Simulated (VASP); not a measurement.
Wanted: the native input for a VASP 6.6.1 run.

```yaml
Task: single point
Functional: PBE
Potentials_or_basis: VASP PAW PBE potentials, release 64 (Sr_sv, O)
Cutoff: 520 eV
k_mesh: 8 × 8 × 8
Occupations: gaussian, width 0.05 eV
Spin: no spin polarisation
Dipole_correction: no
Further_INCAR_settings: ALGO = Normal; EDIFF = 1e-07; NBANDS = 15
```

The structure of SrO lies in POSCAR:

```
SrO
1.0
    0.0000000000      2.6468940000      2.6468940000
    2.6468940000      0.0000000000      2.6468940000
    2.6468940000      2.6468940000      0.0000000000
Sr O
1 1
Direct
    0.0000000000      0.0000000000      0.0000000000
    0.5000000000      0.5000000000      0.5000000000
```

This cell differs from its parent crystal: strain +0.030 along x and y, +0.030 along z.

The input as run:

INCAR

```
SYSTEM = SrO
PREC = Accurate ; ENCUT = 520
EDIFF = 1E-7 ; ISMEAR = 0
SIGMA = 0.05 ; LREAL = .False.
LASPH = .True. ; NELM = 60
ALGO = Normal ; ISIF = 2
LWAVE = .False. ; LCHARG = .True.
GGA = PE ; LELF = .True.
LVHAR = .True. ; NBANDS = 15
```

KPOINTS

```
regular mesh
0
Gamma
  8 8 8
  0 0 0
```

Potentials or basis: VASP PAW PBE potentials, release 64 (Sr_sv, O).

Run with:

```console
$ cat potpaw_PBE.64/Sr_sv/POTCAR potpaw_PBE.64/O/POTCAR > POTCAR
$ mpirun -np 1 vasp_std > vasp.out
```

Results of the run:

```json
{"Pressure": "-3.8 GPa", "Band gap on the k mesh": "3.30 eV, indirect (least direct gap 3.39 eV)"}
```

Caveat: the cell differs from its parent crystal (strain +0.030 along x and y, +0.030 along z).

It took 8.2 s on 1 thread of Intel(R) Xeon(R) 6975P-C (Granite Rapids) (shared host), peak memory 0.16 GiB.
